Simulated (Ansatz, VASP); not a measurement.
Ge in VASP and in Ansatz

Contents of INCAR:

```
PREC = Accurate
ENCUT = 520
EDIFF = 1E-7
ISMEAR = 0
SIGMA = 0.1
LREAL = F
LASPH = T
NELM = 100
ALGO = Normal
ISIF = 2
LWAVE = F
LCHARG = T
LDIPOL = T
IDIPOL = 3
DIPOL = 0.5 0.5 0.500
GGA = PE
IVDW = 12
LELF = T
LVHAR = T
LVACPOTAV = T
NBANDS = 21
```

KPOINTS

```
regular mesh
0
Gamma
  12 12 1
```

Contents of POSCAR:

```
Ge
1.0
    4.0950000000      0.0000000000      0.0000000000
   -2.0475000000      3.5463740285      0.0000000000
    0.0000000000      0.0000000000     28.0000000000
Ge
2
Direct
    0.3333333333      0.6666666667      0.5026250000
    0.6666666667      0.3333333333      0.4973750000
```

Input for Ansatz:

```yaml
crystal:
  lattice:
    - [4.095, 0.0, 0.0]
    - [-2.0475, 3.5463740285, 0.0]
    - [0.0, 0.0, 28.0]
  atoms:
    - { symbol: Ge, position: [0.3333333333, 0.6666666667, 0.502625] }
    - { symbol: Ge, position: [0.6666666667, 0.3333333333, 0.497375] }
  periodic: [true, true, false]
basis:
  ecutwfc: 420
kpoints:
  mp_grid: { grid: [12, 12, 1] }
hamiltonian:
  xc: pbe
  pseudopotentials: { kind: paw, azcp: { folder: soft_1 } }
  dispersion: d3bj
scf:
  occupations: { method: gaussian, width: 0.1 }
output:
  forces: true
  stress: true
  eigenvalues: true
```

Alike in both runs: task single point; functional PBE; dispersion D3(BJ); k mesh 12 × 12 × 1; occupations gaussian, width 0.1 eV; no spin polarisation.

```csv
,VASP,Ansatz
version,VASP 6.6.1,Ansatz 0.2.0
potentials or method,"VASP PAW PBE potentials, release 64 (Ge_d), cutoff 520 eV","scalar-relativistic, plane waves, PAW"
valence electrons in the cell,28,28
```

|  | VASP | Ansatz | Ansatz less VASP |
| --- | --- | --- | --- |
| gap on the k mesh at the Fermi level (eV) | none | none | - |
| rms of the force components (eV/Å) | 0.202 | 0.205 | +0.0032 |
| work function, face that differs most (eV) | 4.63 | 4.63 | +0.002 |

Atom by atom the forces differ by 0.003 eV/Å (rms over components). A gap of «none» marks a metal or a gap that the smearing closes.
